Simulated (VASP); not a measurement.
CaCu4Bi, 6 atoms in the cell. The structure is cubic, space group F-43m (No. 216). Conventional cell: a = 7.284 Å, b = 7.284 Å, c = 7.284 Å, α = 90.00°, β = 90.00°, γ = 90.00°. Ca (site symmetry -43m) has 12 Cu at 3.02 Å and 4 Bi at 3.15 Å within 4.0 Å. Within 3.4 Å of Cu (site symmetry 3m) lie 6 Cu at 2.55 to 2.60 Å and 3 Bi at 3.02 Å and 3 Ca at 3.02 Å. Bi (site symmetry -43m) has 12 Cu at 3.02 Å and 4 Ca at 3.15 Å within 4.0 Å. The cell was generated, and may not be a known phase.

| Quantity | Value |
| --- | --- |
| Program | VASP 6.6.1 |
| Task | single point |
| Functional | PBE |
| Potentials or basis | VASP PAW PBE potentials, release 64 (Ca_sv, Cu, Bi_d) |
| Cutoff | 520 eV |
| k mesh | 4 × 4 × 4 |
| Occupations | gaussian, width 0.1 eV |
| Spin | no spin polarisation |
| Dipole correction | no |
| Further INCAR settings | ALGO = Fast; EDIFF = 1e-06; NBANDS = 44 |

Potentials or basis: VASP PAW PBE potentials, release 64 (Ca_sv, Cu, Bi_d).

Run with:

```console
$ cat potpaw_PBE.64/Ca_sv/POTCAR potpaw_PBE.64/Cu/POTCAR potpaw_PBE.64/Bi_d/POTCAR > POTCAR
$ mpirun -np 1 vasp_std > vasp.out
```

Hardware: 1 thread of Oxide Virtual Turin-like Processor, on a shared host.

Problem. How long does it take, and how much memory?

Solution. Run time: 84 s on 1 thread of Oxide Virtual Turin-like Processor, with other jobs on the host, peak memory 0.22 GiB. Counts: scf iterations 32, k points 8.
